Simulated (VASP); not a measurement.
# Pt (Fm-3m) in VASP: settings compared

The runs below take Pt through single point, with LDA, r2SCAN+D3(BJ).

Everything below comes from runs of VASP 6.6.1. Logs are shortened: lines on timing, memory, paths and dates and some standing lists are left out, and cuts for length are marked.

### 1 The cell of the first run

Symmetry: Fm-3m, No. 225, cubic system. Conventional cell: a = 3.922 Å, b = 3.922 Å, c = 3.922 Å, α = 90.00°, β = 90.00°, γ = 90.00°. Pt (site symmetry m-3m) has 12 Pt at 2.77 Å within 3.7 Å.

### 2 Single point, LDA, non-collinear spin, zero start, spin-orbit coupling

The input, INCAR:

```
PREC = Accurate
ENCUT = 520
EDIFF = 1E-6
ISMEAR = -1
SIGMA = 0.05
LREAL = F
LASPH = T
NELM = 150
ALGO = Normal
ISIF = 2
LWAVE = F
LCHARG = F
MAGMOM = 0 0 0
LORBIT = 11
LSORBIT = T
GGA_COMPAT = F
LORBMOM = T
LMAXMIX = 4
NBANDS = 21
```

The input, KPOINTS:

```
regular mesh
0
Gamma
  9 9 9
```

The input, POSCAR:

```
Pt
1.0
    0.0000000000      1.9609000000      1.9609000000
    1.9609000000      0.0000000000      1.9609000000
    1.9609000000      1.9609000000      0.0000000000
Pt
1
Direct
    0.0000000000      0.0000000000      0.0000000000
```

Potentials or basis: VASP PAW LDA potentials, release 64 (Pt).

Run with:

```console
> cat potpaw_LDA.64/Pt/POTCAR > POTCAR
> mpirun -np 1 vasp_ncl > vasp.out
```

OUTCAR:

```text
PREC = Accurate
   ENCUT = 520
   EDIFF = 1E-6
   ISMEAR = -1
   LREAL = F
   LASPH = T
   NELM = 150
   ISIF = 2
   LORBIT = 11
   LSORBIT = T

 ion  position               nearest neighbor table
   1  0.000  0.000  0.000-

  LATTYP: Found a face centered cubic cell.
 ALAT       =     3.9218000000

  Lattice vectors:

 A1 = (   0.0000000000,   1.9609000000,   1.9609000000)
 A2 = (   1.9609000000,   0.0000000000,   1.9609000000)
 A3 = (   1.9609000000,   1.9609000000,   0.0000000000)

Analysis of symmetry for initial positions (statically):
=====================================================================
 Subroutine PRICEL returns:
 Original cell was already a primitive cell.

 Routine SETGRP: Setting up the symmetry group for a
 face centered cubic supercell.

 Subroutine GETGRP returns: Found 48 space group operations
 (whereof 48 operations were pure point group operations)
 out of a pool of 48 trial point group operations.

The static configuration has the point symmetry O_h .

Analysis of symmetry for dynamics (positions and initial velocities):
=====================================================================
 Subroutine PRICEL returns:
 Original cell was already a primitive cell.

 Routine SETGRP: Setting up the symmetry group for a
 face centered cubic supercell.

 Subroutine GETGRP returns: Found 48 space group operations
 (whereof 48 operations were pure point group operations)
 out of a pool of 48 trial point group operations.

The dynamic configuration has the point symmetry O_h .

Analysis of structural, dynamic, and magnetic symmetry:
=====================================================================
 Subroutine PRICEL returns:
 Original cell was already a primitive cell.

 Routine SETGRP: Setting up the symmetry group for a
 face centered cubic supercell.

 Subroutine GETGRP returns: Found 48 space group operations
 (whereof 48 operations were pure point group operations)
 out of a pool of 48 trial point group operations.

The overall configuration has the point symmetry O_h .

 Subroutine INISYM returns: Found 48 space group operations
 (whereof 48 operations are pure point group operations),
 and found     1 'primitive' translations

----------------------------------------------------------------------------------------

                                     Primitive cell

  volume of cell :      15.0798

  direct lattice vectors                    reciprocal lattice vectors
     0.000000000  1.960900000  1.960900000    -0.254984956  0.254984956  0.254984956
     1.960900000  0.000000000  1.960900000     0.254984956 -0.254984956  0.254984956
     1.960900000  1.960900000  0.000000000     0.254984956  0.254984956 -0.254984956

  length of vectors
     2.773131374  2.773131374  2.773131374     0.441646899  0.441646899  0.441646899

  position of ions in fractional coordinates (direct lattice)
     0.000000000  0.000000000  0.000000000

  ion indices of the primitive-cell ions
   primitive index   ion index
                 1           1

----------------------------------------------------------------------------------------

 KPOINTS: regular mesh

Automatic generation of k-mesh.
 Grid dimensions read from file:
 generate k-points for:    9    9    9

 Generating k-lattice:

  Cartesian coordinates                     Fractional coordinates (reciprocal lattice)
    -0.028331662  0.028331662  0.028331662     0.111111111  0.000000000  0.000000000
     0.028331662 -0.028331662  0.028331662     0.000000000  0.111111111  0.000000000
     0.028331662  0.028331662 -0.028331662     0.000000000  0.000000000  0.111111111

  Length of vectors
     0.049071878  0.049071878  0.049071878
[... 48 lines left out ...]
   ISPIN  =      1    spin polarized calculation?
   LNONCOLLINEAR =      T non collinear calculations
   LSORBIT =      T    spin-orbit coupling
   LASPH  =      T    aspherical Exc in radial PAW
   ENCUT  =  520.0 eV  38.22 Ry    6.18 a.u.   5.16  5.16  5.16*2*pi/ulx,y,z
   NELM   =    150;   NELMIN=  2; NELMDL= -5     # of ELM steps
   EDIFF  = 0.1E-05   stopping-criterion for ELM
   LREAL  =      F    real-space projection
   EDIFFG = 0.1E-04   stopping-criterion for IOM
   NSW    =      0    number of steps for IOM
   IBRION =     -1    ionic relax: 0-MD 1-quasi-New 2-CG
   NFREE  =      0    steps in history (QN), initial steepest desc. (CG)
   ISIF   =      2    stress and relaxation
   ISYM   =      2    0-nonsym 1-usesym 2-fastsym
   POTIM  = 0.5000    time-step for ionic-motion
   TEBEG  =    0.0;   TEEND  =   0.0 temperature during run
   PSTRESS=    0.0 pullay stress
   NELECT =      10.0000    total number of electrons
   NUPDOWN=      -1.0000    fix difference up-down
   EMIN   =  10.00;   EMAX   =-10.00  energy-range for DOS
   EFERMI =   0.00;   METHOD = LEGACY
   ISMEAR =    -1;   SIGMA  =   0.05  broadening in eV -4-tet -1-fermi 0-gaus
   EFERMI_NEDOS =   21; number of points for ismear=-14 and -15
   IALGO  =     38    algorithm
   IMIX   =      4    mixing-type and parameters
     AMIX     =   0.40;   BMIX     =  1.00
     AMIX_MAG =   1.60;   BMIX_MAG =  1.00
  volume/ion in A,a.u.               =      15.08       101.76
  Fermi-wavevector in a.u.,A,eV,Ry     =   1.427609  2.697791 27.729605  2.038068
  Thomas-Fermi vector in A             =   2.547760
   LORBIT       =     11    0 simple, 1 ext, 2 COOP (PROOUT), +10 PAW based schemes
   GGA     = CA    functional components
   LHFCALC =     F    Hartree Fock is set to
   AEXX    =    0.0000 exact exchange contribution
   IVDW    =     0    specifies the selected vdW correction
   LEPSILON=     F    determine dielectric tensor
   LRPA    =     F    only Hartree local field effects (RPA)
  energy-cutoff  :      520.00
  volume of cell :       15.08
 maximum number of plane-waves:       838
 NGX is ok and might be reduce to    24
   NGX = 11   NGY = 11   NGZ = 11

 number of electron      10.0000000 magnetization       0.0000000      0.0000000      0.0000000

 number of electron      10.0000000 magnetization      -0.0000000     -0.0000000     -0.0000000

 number of electron      10.0000000 magnetization      -0.0000000      0.0000000      0.0000000

 number of electron      10.0000000 magnetization       0.0000000     -0.0000000     -0.0000000

 Free energy of the ion-electron system (eV)
  ---------------------------------------------------
  ext. energy  EPLUGINS =         0.00000000
  ---------------------------------------------------
  free energy    TOTEN  =        -7.92130590 eV

  energy without entropy =       -7.91039371  energy(sigma->0) =       -7.91584981

 E-fermi :  11.1654     XC(G=0): -13.6898

 val. band max:       11.1158695153   @ k =   0.4444   0.1111   0.0000
 cond. band min:      11.2383310409   @ k =   0.4444   0.2222   0.0000
 fundamental gap:      0.1224615256
 Fermi energy:        11.1653542517

 k-point     1 :       0.0000    0.0000    0.0000
  band No.  band energies     occupation
      1       0.8963      1.00000
      2       0.8963      1.00000
      3       6.8639      1.00000
      4       6.8639      1.00000
      5       6.8639      1.00000
      6       6.8639      1.00000
[... 565 lines left out ...]
     20      31.1463      0.00000
     21      34.4042      0.00000

 [... further k-points ...]

------------------------ aborting loop because EDIFF is reached ----------------------------------------

  FORCE on cell =-STRESS in cart. coord.  units (eV):
  Direction    XX          YY          ZZ          XY          YZ          ZX
  --------------------------------------------------------------------------------------
  -------------------------------------------------------------------------------------
  Total       -0.4994642     -0.4994642     -0.4994642      0.0000000      0.0000000      0.0000000
  in kB      -53.0662740    -53.0662740    -53.0662740      0.0000000      0.0000000      0.0000000
  external PRESSURE =     -53.0662740 kB  Pullay stress =       0.0000000 kB

 VOLUME and BASIS-vectors are now :
 -----------------------------------------------------------------------------
  energy-cutoff  :      520.00
  volume of cell :       15.08
      direct lattice vectors                 reciprocal lattice vectors
     0.000000000  1.960900000  1.960900000    -0.254984956  0.254984956  0.254984956
     1.960900000  0.000000000  1.960900000     0.254984956 -0.254984956  0.254984956
     1.960900000  1.960900000  0.000000000     0.254984956  0.254984956 -0.254984956

 POSITION                                       TOTAL-FORCE (eV/Angst)
 -----------------------------------------------------------------------------------
      0.00000      0.00000      0.00000         0.000000      0.000000      0.000000
 -----------------------------------------------------------------------------------
    total drift:                               -0.000000      0.000000     -0.000000

  FREE ENERGIE OF THE ION-ELECTRON SYSTEM (eV)
  ---------------------------------------------------
  free  energy   TOTEN  =        -7.9213059040 eV

  energy  without entropy=       -7.9103937085  energy(sigma->0) =       -7.91584981

 orbital moment (x)

 # of ion     p       d       tot
 ----------------------------------------
  1         0.000  -0.000  -0.000
 ----------------------------------------
            0.000  -0.000  -0.000

 orbital moment (y)

 # of ion     p       d       tot
 ----------------------------------------
  1         0.000  -0.000  -0.000
 ----------------------------------------
            0.000  -0.000  -0.000

 orbital moment (z)

 # of ion     p       d       tot
 ----------------------------------------
  1         0.000   0.000   0.000
 ----------------------------------------
            0.000   0.000   0.000

 Spin-Orbit-Coupling matrix elements

 Ion:    1  E_soc:     -0.7685232
 l=   1
     0.0000000    -0.0339025    -0.0339025
    -0.0339025     0.0000000    -0.0339025
    -0.0339025    -0.0339025     0.0000000
 l=   2
     0.0000000    -0.0170354     0.0000000    -0.0170354    -0.0771493
    -0.0170354     0.0000000    -0.0578620    -0.0170354    -0.0192873
     0.0000000    -0.0578620     0.0000000    -0.0578620     0.0000000
    -0.0170354    -0.0170354    -0.0578620     0.0000000    -0.0192873
    -0.0771493    -0.0192873     0.0000000    -0.0192873     0.0000000
 l=   3
     0.0000000     0.0000000     0.0000000     0.0000000     0.0000000     0.0000000     0.0000000
     0.0000000     0.0000000     0.0000000     0.0000000     0.0000000     0.0000000     0.0000000
     0.0000000     0.0000000     0.0000000     0.0000000     0.0000000     0.0000000     0.0000000
     0.0000000     0.0000000     0.0000000     0.0000000     0.0000000     0.0000000     0.0000000
     0.0000000     0.0000000     0.0000000     0.0000000     0.0000000     0.0000000     0.0000000
     0.0000000     0.0000000     0.0000000     0.0000000     0.0000000     0.0000000     0.0000000
     0.0000000     0.0000000     0.0000000     0.0000000     0.0000000     0.0000000     0.0000000

 total charge

# of ion       s       p       d       tot
------------------------------------------
    1        0.642   0.627   8.035   9.305

 magnetization (x)

# of ion       s       p       d       tot
------------------------------------------
    1        0.000   0.000   0.000   0.000

 magnetization (y)

# of ion       s       p       d       tot
------------------------------------------
    1       -0.000  -0.000   0.000   0.000

 magnetization (z)

# of ion       s       p       d       tot
------------------------------------------
    1        0.000   0.000   0.000   0.000
```

Wall time 10 s (1 thread of Intel Xeon 6975P-C (Granite Rapids), shared host); peak memory 0.17 GiB.

What came out:

| Property | Result |
| --- | --- |
| Free energy | -7.9213 eV |
| Pressure | -5.3 GPa |
| Net moment | 0.00 μB per cell |
| Valence electrons inside the program's atomic spheres | Pt 9.30 |

Moments on the atoms (μB; x, y, z):
```
Pt  0.00 0.00 0.00
```

### 3 Single point, r2SCAN+D3(BJ), non-collinear spin, zero start, spin-orbit coupling

The input, POSCAR:

```
Pt
1.0
    0.0000000000      1.9610436991      1.9610436991
    1.9610436991      0.0000000000      1.9610436991
    1.9610436991      1.9610436991      0.0000000000
Pt
1
Direct
    0.0000000000      0.0000000000      0.0000000000
```

The input, INCAR.step1:

```
PREC     = Accurate       # precision mode
ENCUT    = 520            # plane-wave cutoff, eV
ISMEAR   = 0              # smearing method
SIGMA    = 0.05           # smearing width, eV
LREAL    = False          # projectors in reciprocal space
LASPH    = True           # aspherical terms in the spheres
NELM     = 150            # most SCF steps
MAGMOM   = 0 0 0          # initial moments
LSORBIT  = True           # spin-orbit coupling
GGA_COMPAT= False        
LMAXMIX  = 4              # l up to which the mixer works
NBANDS   = 21             # bands
GGA      = PE             # functional
ALGO     = Normal         # electronic algorithm
EDIFF    = 1E-4           # SCF threshold, eV
LWAVE    = True           # write WAVECAR
LCHARG   = False          # write CHGCAR
```

The input, INCAR.step2:

```
PREC     = Accurate       # precision mode
ENCUT    = 520            # plane-wave cutoff, eV
EDIFF    = 1E-6           # SCF threshold, eV
ISMEAR   = 0              # smearing method
SIGMA    = 0.05           # smearing width, eV
LREAL    = False          # projectors in reciprocal space
LASPH    = True           # aspherical terms in the spheres
NELM     = 150            # most SCF steps
ALGO     = Normal         # electronic algorithm
ISIF     = 2              # what is computed and relaxed
LWAVE    = False          # write WAVECAR
LCHARG   = False          # write CHGCAR
MAGMOM   = 0 0 0          # initial moments
LORBIT   = 11             # projections on sites
LSORBIT  = True           # spin-orbit coupling
GGA_COMPAT= False        
LORBMOM  = True         
LMAXMIX  = 4              # l up to which the mixer works
METAGGA  = R2SCAN         # meta-GGA
LMIXTAU  = True         
IVDW     = 12             # dispersion correction
VDW_S6   = 1.0          
VDW_S8   = 0.78981345   
VDW_A1   = 0.49484001   
VDW_A2   = 5.73083694   
NBANDS   = 21             # bands
ISTART   = 1
```

The input, KPOINTS:

```
Automatic mesh
0
Gamma
  12 12 12
```

Potentials or basis: VASP PAW PBE potentials, release 64 (Pt).

Run with:

```console
> cat potpaw_PBE.64/Pt/POTCAR > POTCAR
> cp INCAR.step1 INCAR
> mpirun -np 1 vasp_ncl > vasp.out
> cp INCAR.step2 INCAR
> mpirun -np 1 vasp_ncl > vasp.out
```

OUTCAR:

```text
PREC = Accurate
   ENCUT = 520
   EDIFF = 1E-6
   ISMEAR = 0
   LREAL = False
   LASPH = True
   NELM = 150
   ISIF = 2
   LORBIT = 11
   LSORBIT = True
   METAGGA = R2SCAN
   IVDW = 12
   ISTART = 1
 IVDW          = 12

 ion  position               nearest neighbor table
   1  0.000  0.000  0.000-

  LATTYP: Found a face centered cubic cell.
 ALAT       =     3.9220873982

  Lattice vectors:

 A1 = (   0.0000000000,   1.9610436991,   1.9610436991)
 A2 = (   1.9610436991,   0.0000000000,   1.9610436991)
 A3 = (   1.9610436991,   1.9610436991,   0.0000000000)

Analysis of symmetry for initial positions (statically):
[... 826 lines left out ...]

 # of ion     p       d       tot
 ----------------------------------------
  1         0.000   0.000   0.000
 ----------------------------------------
            0.000   0.000   0.000

 Spin-Orbit-Coupling matrix elements

 Ion:    1  E_soc:     -0.7519221
 l=   1
     0.0000000    -0.0317649    -0.0317649
    -0.0317649     0.0000000    -0.0317649
    -0.0317649    -0.0317649     0.0000000
 l=   2
     0.0000000    -0.0165652     0.0000000    -0.0165652    -0.0769903
    -0.0165652     0.0000000    -0.0577427    -0.0165652    -0.0192476
     0.0000000    -0.0577427     0.0000000    -0.0577427     0.0000000
    -0.0165652    -0.0165652    -0.0577427     0.0000000    -0.0192476
    -0.0769903    -0.0192476     0.0000000    -0.0192476     0.0000000
 l=   3
     0.0000000     0.0000000     0.0000000     0.0000000     0.0000000     0.0000000     0.0000000
     0.0000000     0.0000000     0.0000000     0.0000000     0.0000000     0.0000000     0.0000000
     0.0000000     0.0000000     0.0000000     0.0000000     0.0000000     0.0000000     0.0000000
     0.0000000     0.0000000     0.0000000     0.0000000     0.0000000     0.0000000     0.0000000
     0.0000000     0.0000000     0.0000000     0.0000000     0.0000000     0.0000000     0.0000000
     0.0000000     0.0000000     0.0000000     0.0000000     0.0000000     0.0000000     0.0000000
     0.0000000     0.0000000     0.0000000     0.0000000     0.0000000     0.0000000     0.0000000

 total charge

# of ion       s       p       d       tot
------------------------------------------
    1        0.641   0.617   8.041   9.299

 magnetization (x)

# of ion       s       p       d       tot
------------------------------------------
    1        0.000  -0.000   0.000  -0.000

 magnetization (y)

# of ion       s       p       d       tot
------------------------------------------
    1        0.000  -0.000  -0.000  -0.000

 magnetization (z)

# of ion       s       p       d       tot
------------------------------------------
    1        0.000  -0.000   0.000  -0.000
```

OUTCAR.step1:

```text
PREC = Accurate
   ENCUT = 520
   ISMEAR = 0
   LREAL = False
   LASPH = True
   NELM = 150
   LSORBIT = True
   GGA = PE
[... 836 lines left out ...]
     0.0000000     0.0000000     0.0000000     0.0000000     0.0000000     0.0000000     0.0000000
     0.0000000     0.0000000     0.0000000     0.0000000     0.0000000     0.0000000     0.0000000
     0.0000000     0.0000000     0.0000000     0.0000000     0.0000000     0.0000000     0.0000000
     0.0000000     0.0000000     0.0000000     0.0000000     0.0000000     0.0000000     0.0000000
     0.0000000     0.0000000     0.0000000     0.0000000     0.0000000     0.0000000     0.0000000

=======================================================================

 ========================================================
```

OSZICAR.step1:

```text
N       E                     dE             d eps       ncg     rms          rms(c)
DAV:   1     0.532923780631E+02    0.53292E+02   -0.49365E+03  3048   0.906E+02
DAV:   2    -0.562077114934E+01   -0.58913E+02   -0.55115E+02  3494   0.220E+02
DAV:   3    -0.685252385460E+01   -0.12318E+01   -0.12184E+01  3504   0.309E+01
DAV:   4    -0.685936960470E+01   -0.68458E-02   -0.68449E-02  3527   0.250E+00
DAV:   5    -0.685944341474E+01   -0.73810E-04   -0.73809E-04  3550   0.265E-01    0.145E+01
DAV:   6    -0.652824346702E+01    0.33120E+00   -0.38080E-01  3329   0.724E+00    0.794E+00
DAV:   7    -0.648670109463E+01    0.41542E-01   -0.74786E-02  3527   0.323E+00    0.295E+00
DAV:   8    -0.648326029074E+01    0.34408E-02   -0.31563E-03  3414   0.517E-01    0.125E+00
DAV:   9    -0.648296128587E+01    0.29900E-03   -0.60742E-04  3578   0.248E-01    0.166E-01
DAV:  10    -0.648294817443E+01    0.13111E-04   -0.16252E-05  1827   0.426E-02
   1 F= -.64829482E+01 E0= -.64817773E+01  d E =-.234184E-02  mag=     0.0000    -0.0000    -0.0000
```

Wall time 2.5 min (1 thread of Intel Xeon Platinum 8488C (Sapphire Rapids), shared host); peak memory 0.24 GiB.

What came out:

```
Free energy                                           : -52.2507 eV
Pressure                                              : 1.2 GPa
Net moment                                            : 0.00 μB per cell
Valence electrons inside the program's atomic spheres : Pt 9.30
Dispersion energy per atom                            : -0.368 eV
```

Moments on the atoms (μB; x, y, z):
```
Pt  0.00 0.00 0.00
```

Caveat: the PAW data sets were made with another functional, which shifts forces and pressure a little.
